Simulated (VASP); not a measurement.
# Al (Im-3m) in VASP: a series of runs

The runs below take Al through single point, with PBEsol.

All numbers are computed with VASP 6.6.1; they aren't measurements. Logs are shortened: lines on timing, memory, paths and dates and some standing lists are left out, and cuts for length are marked.

## (1) The cell of the first run

It takes space group Im-3m (No. 229, cubic). The conventional cell has a = 2.548 Å, b = 2.548 Å, c = 2.548 Å, α = 90.00°, β = 90.00°, γ = 90.00°. Al (site symmetry m-3m) has 14 Al at 2.21 to 2.55 Å within 2.9 Å.

## (2) Single point, PBEsol (volume scaled by 0.5)

File INCAR:

```
SYSTEM = Al
PREC = Accurate
ENCUT = 520
EDIFF = 1E-7
ISMEAR = -1
SIGMA = 0.05
LREAL = .False.
LASPH = .True.
NELM = 100
ALGO = Normal
ISIF = 2
LWAVE = .False.
LCHARG = .False.
GGA = PS
NBANDS = 8
```

File KPOINTS:

```
Automatic mesh
0
Gamma
  17 17 17
  0 0 0
```

File POSCAR:

```
Al
1.0
   -1.2740126623      1.2740126623      1.2740126623
    1.2740126623     -1.2740126623      1.2740126623
    1.2740126623      1.2740126623     -1.2740126623
Al
1
Direct
    0.0000000000      0.0000000000      0.0000000000
```

Potentials or basis: VASP PAW PBE potentials, release 64 (Al).

The run is started by

```sh
$ cat potpaw_PBE.64/Al/POTCAR > POTCAR
$ mpirun -np 1 vasp_std > vasp.out
```

OUTCAR:

```text
SYSTEM = Al
   PREC = Accurate
   ENCUT = 520
   EDIFF = 1E-7
   ISMEAR = -1
   LREAL = .False.
   LASPH = .True.
   NELM = 100
   ISIF = 2
   GGA = PS

 ion  position               nearest neighbor table
   1  0.000  0.000  0.000-

  LATTYP: Found a body centered cubic cell.
 ALAT       =     2.5480253246

  Lattice vectors:

 A1 = (  -1.2740126623,   1.2740126623,   1.2740126623)
 A2 = (   1.2740126623,  -1.2740126623,   1.2740126623)
 A3 = (   1.2740126623,   1.2740126623,  -1.2740126623)

Analysis of symmetry for initial positions (statically):
=====================================================================
 Subroutine PRICEL returns:
 Original cell was already a primitive cell.

 Routine SETGRP: Setting up the symmetry group for a
 body centered cubic supercell.

 Subroutine GETGRP returns: Found 48 space group operations
 (whereof 48 operations were pure point group operations)
 out of a pool of 48 trial point group operations.

The static configuration has the point symmetry O_h .

Analysis of symmetry for dynamics (positions and initial velocities):
=====================================================================
 Subroutine PRICEL returns:
 Original cell was already a primitive cell.

 Routine SETGRP: Setting up the symmetry group for a
 body centered cubic supercell.

 Subroutine GETGRP returns: Found 48 space group operations
 (whereof 48 operations were pure point group operations)
 out of a pool of 48 trial point group operations.

The dynamic configuration has the point symmetry O_h .

 Subroutine INISYM returns: Found 48 space group operations
 (whereof 48 operations are pure point group operations),
 and found     1 'primitive' translations

----------------------------------------------------------------------------------------

                                     Primitive cell

  volume of cell :       8.2714

  direct lattice vectors                    reciprocal lattice vectors
    -1.274012662  1.274012662  1.274012662     0.000000000  0.392460778  0.392460778
     1.274012662 -1.274012662  1.274012662     0.392460778  0.000000000  0.392460778
     1.274012662  1.274012662 -1.274012662     0.392460778  0.392460778  0.000000000

  length of vectors
     2.206654661  2.206654661  2.206654661     0.555023354  0.555023354  0.555023354

  position of ions in fractional coordinates (direct lattice)
     0.000000000  0.000000000  0.000000000

  ion indices of the primitive-cell ions
   primitive index   ion index
                 1           1

----------------------------------------------------------------------------------------

 KPOINTS: Automatic mesh

Automatic generation of k-mesh.
 Grid dimensions read from file:
 generate k-points for:   17   17   17

 Generating k-lattice:

  Cartesian coordinates                     Fractional coordinates (reciprocal lattice)
     0.000000000  0.023085928  0.023085928     0.058823529  0.000000000  0.000000000
     0.023085928  0.000000000  0.023085928     0.000000000  0.058823529  0.000000000
     0.023085928  0.023085928  0.000000000     0.000000000  0.000000000  0.058823529

  Length of vectors
     0.032648433  0.032648433  0.032648433

  Shift w.r.t. Gamma in fractional coordinates (k-lattice)
     0.000000000  0.000000000  0.000000000

 Subroutine IBZKPT returns following result:
 ===========================================

 Found    165 irreducible k-points:

 Following reciprocal coordinates:
            Coordinates               Weight
  0.000000  0.000000  0.000000      1.000000
  0.058824  0.000000  0.000000     12.000000
  0.117647  0.000000  0.000000     12.000000
  0.176471  0.000000  0.000000     12.000000
  0.235294  0.000000  0.000000     12.000000
  0.294118  0.000000  0.000000     12.000000
[... 16 lines left out ...]
  0.411765  0.117647  0.000000     48.000000
  0.176471  0.176471  0.000000     24.000000
 [... further k-points ...]
   k-points           NKPTS =    165   k-points in BZ     NKDIM =    165   number of bands    NBANDS=      8
   number of dos      NEDOS =    301   number of ions     NIONS =      1
   total plane-waves  NPLWV =   4096
   dimension x,y,z NGX =    16 NGY =   16 NGZ =   16
   dimension x,y,z NGXF=    32 NGYF=   32 NGZF=   32
   ions per type =               1
   NGX,Y,Z   is equivalent  to a cutoff of  12.05, 12.05, 12.05 a.u.
   NGXF,Y,Z  is equivalent  to a cutoff of  24.11, 24.11, 24.11 a.u.
 SYSTEM =  Al
   PREC   = accura    normal or accurate (medium, high low for compatibility)
   ISTART =      0    job   : 0-new  1-cont  2-samecut
   ICHARG =      2    charge: 1-file 2-atom 10-const
   ISPIN  =      1    spin polarized calculation?
   LNONCOLLINEAR =      F non collinear calculations
   LSORBIT =      F    spin-orbit coupling
   LASPH  =      T    aspherical Exc in radial PAW
   ENCUT  =  520.0 eV  38.22 Ry    6.18 a.u.   4.10  4.10  4.10*2*pi/ulx,y,z
   NELM   =    100;   NELMIN=  2; NELMDL= -5     # of ELM steps
   EDIFF  = 0.1E-06   stopping-criterion for ELM
   LREAL  =      F    real-space projection
   EDIFFG = 0.1E-05   stopping-criterion for IOM
   NSW    =      0    number of steps for IOM
   IBRION =     -1    ionic relax: 0-MD 1-quasi-New 2-CG
   NFREE  =      0    steps in history (QN), initial steepest desc. (CG)
   ISIF   =      2    stress and relaxation
   ISYM   =      2    0-nonsym 1-usesym 2-fastsym
   POTIM  = 0.5000    time-step for ionic-motion
   TEBEG  =    0.0;   TEEND  =   0.0 temperature during run
   PSTRESS=    0.0 pullay stress
   NELECT =       3.0000    total number of electrons
   NUPDOWN=      -1.0000    fix difference up-down
   EMIN   =  10.00;   EMAX   =-10.00  energy-range for DOS
   EFERMI =   0.00;   METHOD = LEGACY
   ISMEAR =    -1;   SIGMA  =   0.05  broadening in eV -4-tet -1-fermi 0-gaus
   EFERMI_NEDOS =   21; number of points for ismear=-14 and -15
   IALGO  =     38    algorithm
   IMIX   =      4    mixing-type and parameters
     AMIX     =   0.40;   BMIX     =  1.00
     AMIX_MAG =   1.60;   BMIX_MAG =  1.00
  volume/ion in A,a.u.               =       8.27        55.82
  Fermi-wavevector in a.u.,A,eV,Ry     =   1.167494  2.206245 18.545331  1.363043
  Thomas-Fermi vector in A             =   2.303994
   LORBIT       =      0    0 simple, 1 ext, 2 COOP (PROOUT), +10 PAW based schemes
   GGA     = PS    functional components
   LHFCALC =     F    Hartree Fock is set to
   AEXX    =    0.0000 exact exchange contribution
   IVDW    =     0    specifies the selected vdW correction
   LEPSILON=     F    determine dielectric tensor
   LRPA    =     F    only Hartree local field effects (RPA)
 non-spin polarized calculation
  energy-cutoff  :      520.00
  volume of cell :        8.27
 maximum number of plane-waves:       236
   NGX =  9   NGY =  9   NGZ =  9

 number of electron       3.0000000 magnetization

 Free energy of the ion-electron system (eV)
  ---------------------------------------------------
  ext. energy  EPLUGINS =         0.00000000
  ---------------------------------------------------
  free energy    TOTEN  =        -0.90221093 eV

  energy without entropy =       -0.89946004  energy(sigma->0) =       -0.90083549

 E-fermi :  17.2647     XC(G=0): -13.0991

 val. band max:       17.2631317784   @ k =  -0.4118   0.4118   0.2353
 cond. band min:      17.3011572338   @ k =   0.2941   0.1765  -0.0000
 fundamental gap:      0.0380254554
 Fermi energy:        17.2647375590

 k-point     1 :       0.0000    0.0000    0.0000
  band No.  band energies     occupation
      1       0.7159      2.00000
      2      35.6719      0.00000
      3      35.6719      0.00000
      4      35.6719      0.00000
      5      40.1568      0.00000
      6      40.1568      0.00000
      7      43.0879      0.00000
      8      43.0879      0.00000

 k-point     2 :       0.0588    0.0000    0.0000
  band No.  band energies     occupation
      1       0.8727      2.00000
      2      34.4435      0.00000
      3      34.9388      0.00000
      4      35.5255      0.00000
      5      38.7647      0.00000
      6      39.2438      0.00000
      7      44.0749      0.00000
      8      44.1386      0.00000

 k-point     3 :       0.1176    0.0000    0.0000
  band No.  band energies     occupation
      1       1.3407      2.00000
      2      31.3105      0.00000
      3      33.4281      0.00000
      4      35.1484      0.00000
      5      37.7952      0.00000
      6      38.2294      0.00000
      7      45.2581      0.00000
      8      45.5492      0.00000

 k-point     4 :       0.1765    0.0000    0.0000
  band No.  band energies     occupation
      1       2.1133      2.00000
      2      27.7802      0.00000
      3      31.8403      0.00000
      4      34.6672      0.00000
      5      36.4666      0.00000
      6      38.1309      0.00000
      7      45.4944      0.00000
      8      45.7999      0.00000

 k-point     5 :       0.2353    0.0000    0.0000
  band No.  band energies     occupation
      1       3.1801      2.00000
      2      24.3459      0.00000
      3      30.4180      0.00000
      4      34.1860      0.00000
      5      35.3549      0.00000
      6      37.9668      0.00000
      7      45.8091      0.00000
      8      46.2007      0.00000
[... 177 lines left out ...]
 k-point    22 :       0.3529    0.1176    0.0000
  band No.  band energies     occupation
      1       8.3779      2.00000
      2      15.6761      2.00000
      3      24.6566      0.00000
      4      31.8602      0.00000
      5      35.1862      0.00000
      6      40.5264      0.00000
      7      45.0180      0.00000
      8      51.0989      0.00000

 k-point    23 :       0.4118    0.1176    0.0000
  band No.  band energies     occupation
      1      10.2527      2.00000
      2      13.3590      2.00000
      3      24.3728      0.00000
      4      31.6625      0.00000
      5      35.0064      0.00000
      6      40.4601      0.00000
      7      45.4771      0.00000
      8      51.3698      0.00000

 k-point    24 :       0.1765    0.1765    0.0000
  band No.  band energies     occupation
      1       4.8211      2.00000
      2      22.3726      0.00000
      3      24.9446      0.00000
      4      32.6370      0.00000
      5      36.6408      0.00000
      6      40.8368      0.00000
      7      45.3638      0.00000
      8      47.4874      0.00000

 [... further k-points ...]

------------------------ aborting loop because EDIFF is reached ----------------------------------------

  FORCE on cell =-STRESS in cart. coord.  units (eV):
  Direction    XX          YY          ZZ          XY          YZ          ZX
  --------------------------------------------------------------------------------------
  -------------------------------------------------------------------------------------
  Total       11.1271112     11.1271112     11.1271112      0.0000000      0.0000000      0.0000000
  in kB     2155.3201313   2155.3201313   2155.3201313      0.0000000      0.0000000      0.0000000
  external PRESSURE =    2155.3201313 kB  Pullay stress =       0.0000000 kB

 VOLUME and BASIS-vectors are now :
 -----------------------------------------------------------------------------
  energy-cutoff  :      520.00
  volume of cell :        8.27
      direct lattice vectors                 reciprocal lattice vectors
    -1.274012662  1.274012662  1.274012662     0.000000000  0.392460778  0.392460778
     1.274012662 -1.274012662  1.274012662     0.392460778  0.000000000  0.392460778
     1.274012662  1.274012662 -1.274012662     0.392460778  0.392460778  0.000000000

 POSITION                                       TOTAL-FORCE (eV/Angst)
 -----------------------------------------------------------------------------------
      0.00000      0.00000      0.00000         0.000000      0.000000     -0.000000
 -----------------------------------------------------------------------------------
    total drift:                                0.000000      0.000000      0.000000

  FREE ENERGIE OF THE ION-ELECTRON SYSTEM (eV)
  ---------------------------------------------------
  free  energy   TOTEN  =        -0.9022109326 eV

  energy  without entropy=       -0.8994600383  energy(sigma->0) =       -0.90083549
```

Wall time 3.7 s (1 thread of Intel Xeon Platinum 8488C (Sapphire Rapids), shared host); peak memory 0.11 GiB.

Results:

* Free energy: -0.9022 eV
* Pressure: 215.5 GPa

Caveat: the PAW data sets were made with another functional, which shifts forces and pressure a little.

## (3) Single point, PBEsol (volume scaled by 0.5)

File INCAR:

```
ALGO = Normal
EDIFF = 1E-7
ENCUT = 520
GGA = PS
ISIF = 2
ISMEAR = -1
LASPH = T
LCHARG = T
LELF = T
LREAL = F
LVHAR = T
LWAVE = F
NBANDS = 8
NELM = 60
PREC = Accurate
SIGMA = 0.05
```

File KPOINTS:

```
k-points
0
Gamma
  17 17 17
```

POSCAR is that of step 2.

Potentials or basis: VASP PAW PBE potentials, release 64 (Al).

The run is started by

```sh
$ cat potpaw_PBE.64/Al/POTCAR > POTCAR
$ mpirun -np 1 vasp_std > vasp.out
```

OUTCAR:

```text
EDIFF = 1E-7
   ENCUT = 520
   GGA = PS
   ISIF = 2
   ISMEAR = -1
   LASPH = T
   LREAL = F
   NELM = 60
   PREC = Accurate

 ion  position               nearest neighbor table
   1  0.000  0.000  0.000-

  LATTYP: Found a body centered cubic cell.
 ALAT       =     2.5480253246

  Lattice vectors:

 A1 = (  -1.2740126623,   1.2740126623,   1.2740126623)
 A2 = (   1.2740126623,  -1.2740126623,   1.2740126623)
 A3 = (   1.2740126623,   1.2740126623,  -1.2740126623)

Analysis of symmetry for initial positions (statically):
=====================================================================
 Subroutine PRICEL returns:
 Original cell was already a primitive cell.

 Routine SETGRP: Setting up the symmetry group for a
 body centered cubic supercell.

 Subroutine GETGRP returns: Found 48 space group operations
 (whereof 48 operations were pure point group operations)
 out of a pool of 48 trial point group operations.

The static configuration has the point symmetry O_h .

Analysis of symmetry for dynamics (positions and initial velocities):
=====================================================================
 Subroutine PRICEL returns:
[... 152 lines left out ...]
  energy without entropy =       -0.89946004  energy(sigma->0) =       -0.90083549

 E-fermi :  17.2647     XC(G=0): -13.0991

 val. band max:       17.2631317784   @ k =  -0.4118   0.4118   0.2353
 cond. band min:      17.3011572338   @ k =   0.2941   0.1765  -0.0000
 fundamental gap:      0.0380254554
 Fermi energy:        17.2647375590

 k-point     1 :       0.0000    0.0000    0.0000
  band No.  band energies     occupation
      1       0.7159      2.00000
      2      35.6719      0.00000
      3      35.6719      0.00000
      4      35.6719      0.00000
      5      40.1568      0.00000
      6      40.1568      0.00000
      7      43.0879      0.00000
      8      43.0879      0.00000
[... 243 lines left out ...]
 k-point    24 :       0.1765    0.1765    0.0000
  band No.  band energies     occupation
      1       4.8211      2.00000
      2      22.3726      0.00000
      3      24.9446      0.00000
      4      32.6370      0.00000
      5      36.6408      0.00000
      6      40.8368      0.00000
      7      45.3638      0.00000
      8      47.4874      0.00000

 [... further k-points ...]
[... 5 lines left out ...]
  --------------------------------------------------------------------------------------
  -------------------------------------------------------------------------------------
  Total       11.1271112     11.1271112     11.1271112      0.0000000      0.0000000      0.0000000
  in kB     2155.3201313   2155.3201313   2155.3201313      0.0000000      0.0000000      0.0000000
  external PRESSURE =    2155.3201313 kB  Pullay stress =       0.0000000 kB

 VOLUME and BASIS-vectors are now :
 -----------------------------------------------------------------------------
  energy-cutoff  :      520.00
  volume of cell :        8.27
      direct lattice vectors                 reciprocal lattice vectors
    -1.274012662  1.274012662  1.274012662     0.000000000  0.392460778  0.392460778
     1.274012662 -1.274012662  1.274012662     0.392460778  0.000000000  0.392460778
     1.274012662  1.274012662 -1.274012662     0.392460778  0.392460778  0.000000000

 POSITION                                       TOTAL-FORCE (eV/Angst)
 -----------------------------------------------------------------------------------
      0.00000      0.00000      0.00000         0.000000      0.000000     -0.000000
 -----------------------------------------------------------------------------------
    total drift:                                0.000000      0.000000      0.000000

  FREE ENERGIE OF THE ION-ELECTRON SYSTEM (eV)
  ---------------------------------------------------
  free  energy   TOTEN  =        -0.9022109326 eV

  energy  without entropy=       -0.8994600383  energy(sigma->0) =       -0.90083549
```

It took 3.9 s on 1 thread of Intel Xeon Platinum 8488C (Sapphire Rapids), shared host; peak memory 0.11 GiB.

What came out:

```
Free energy : -0.9022 eV
Pressure    : 215.5 GPa
```

Levels at points of the mesh, in eV from the Fermi level:
```tsv
k point	band 1	band 2	band 3	band 4	band 5	band 6
(0.00, 0.00, 0.00)	-16.55	18.41	18.41	18.41	22.89	22.89
```

Caveat: the PAW data sets were made with another functional, which shifts forces and pressure a little.

## (4) Single point, PBEsol (volume scaled by 0.58)

File INCAR:

```
ALGO = Normal ; EDIFF = 1E-6
ENCUT = 520 ; GGA = PS
ISIF = 2 ; ISMEAR = -1
LASPH = T ; LCHARG = F
LREAL = F ; LWAVE = F
NBANDS = 8 ; NELM = 80
PREC = Accurate ; SIGMA = 0.05
```

KPOINTS is that of step 3.

File POSCAR:

```
Al
1.0
   -1.3386274944      1.3386274944      1.3386274944
    1.3386274944     -1.3386274944      1.3386274944
    1.3386274944      1.3386274944     -1.3386274944
Al
1
Direct
    0.0000000000      0.0000000000      0.0000000000
```

The run is started by

```sh
$ cat potpaw_PBE.64/Al/POTCAR > POTCAR
$ mpirun -np 1 vasp_std > vasp.out
```

Wall time 6.5 s (1 thread of Intel Xeon Platinum 8488C (Sapphire Rapids), shared host); peak memory 0.11 GiB.

Results (log left out):

```
Free energy : -2.2771 eV
Pressure    : 125.8 GPa
```

Levels at points of the mesh, in eV from the Fermi level:
| k point | band 1 | band 2 | band 3 | band 4 |
| --- | --- | --- | --- | --- |
| (0.00, 0.00, 0.00) | -15.36 | 17.06 | 17.06 | 17.06 |

Caveat: the PAW data sets were made with another functional, which shifts forces and pressure a little.
